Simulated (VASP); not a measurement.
Crystal: Cs3Bi.

```
Cs Bi
1.0
     0.00000    4.69659    4.69659
     4.69659    0.00000    4.69659
     4.69659    4.69659    0.00000
Cs Bi
3 1
Direct
  0.25000 0.25000 0.25000
  0.75000 0.75000 0.75000
  0.50000 0.50000 0.50000
  0.00000 0.00000 0.00000
```

* Program: VASP 6.6.1
* Task: relaxation of cell and atoms
* Functional: PBEsol
* Potentials or basis: VASP PAW PBE potentials, release 64 (Cs_sv, Bi_d)
* Cutoff: 500 eV
* k mesh: 4 × 4 × 4
* Occupations: methfessel-paxton, width 0.05 eV
* Spin: no spin polarisation

At the start: pressure -0.6 GPa; volume 51.80 Å³/atom.

**Question.** How do energy, volume and symmetry change on relaxing?

**Answer.** Over 3 steps the energy falls by 6.6 meV/atom and the volume is 48.41 Å³/atom (-6.5 %); space group Fm-3m (No. 225, to 0.1 Å) before and after.

Step by step:
| step | energy change (eV) | largest force (eV/Å) | pressure (GPa) | volume (Å³) |
| --- | --- | --- | --- | --- |
| 1 | 0.0000 | 0.0000 | -0.60 | 207.19 |
| 2 | -0.0173 | 0.0000 | -0.37 | 201.46 |
| 3 | -0.0262 | 0.0000 | 0.01 | 193.62 |

Final structure:
```
Cs Bi
1.0
     0.00000    4.59173    4.59173
     4.59173    0.00000    4.59173
     4.59173    4.59173    0.00000
Cs Bi
3 1
Direct
  0.25000 0.25000 0.25000
  0.75000 0.75000 0.75000
  0.50000 0.50000 0.50000
  0.00000 0.00000 0.00000
```

Caveat: the PAW data sets were made with another functional, which shifts forces and pressure a little.
